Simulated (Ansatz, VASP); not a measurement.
# One calculation of ZnS, two programs

INCAR

```
SYSTEM = ZnS
  PREC = Accurate
  ENCUT = 520
  EDIFF = 1E-7
  ISMEAR = 0
  SIGMA = 0.01
  LREAL = .FALSE.
  LASPH = .TRUE.
  NELM = 60
  ALGO = Normal
  ISIF = 2
  LWAVE = .FALSE.
  LCHARG = .FALSE.
  GGA = PE
  NBANDS = 16
```

File KPOINTS:

```
Automatic mesh
0
G
  6 6 6
  0 0 0
```

File POSCAR:

```
ZnS
1.0
    0.0000000000      2.6942654539      2.6942654539
    2.6942654539      0.0000000000      2.6942654539
    2.6942654539      2.6942654539      0.0000000000
Zn S
1 1
Direct
    0.0000000000      0.0000000000      0.0000000000
    0.2500000000      0.2500000000      0.2500000000
```

Input for Ansatz:

```yaml
crystal:
  lattice:
    - [0.0, 2.6942654539, 2.6942654539]
    - [2.6942654539, 0.0, 2.6942654539]
    - [2.6942654539, 2.6942654539, 0.0]
  atoms:
    - { symbol: Zn, position: [0.0, 0.0, 0.0] }
    - { symbol: S, position: [0.25, 0.25, 0.25] }
kpoints:
  mp_grid: { grid: [6, 6, 6] }
hamiltonian:
  xc: pbe
scf:
  occupations: { method: fixed }
  n_extra_bands: 4
output:
  forces: true
  stress: true
  eigenvalues: true
```

Alike in both runs: task single point; functional PBE; k mesh 6 × 6 × 6; no spin polarisation.

|  | VASP | Ansatz |
| --- | --- | --- |
| version | VASP 6.6.1 | Ansatz 0.2.0 |
| potentials or method | VASP PAW PBE potentials, release 64 (Zn, S) | plane waves, PAW |
| plane-wave cutoff (eV) | 520 | 420 |
| occupations | gaussian, width 0.01 eV | fixed |
| valence electrons in the cell | 18 | 18 |

Ansatz gave:

| Item | Value |
| --- | --- |
| gap on the k mesh at the Fermi level (eV) | 2.15 |
| pressure (GPa) | 2.3 |

Problem. Estimate VASP's values.

Solution. gap on the k mesh at the Fermi level (eV): 2.15; pressure (GPa): 2.5.
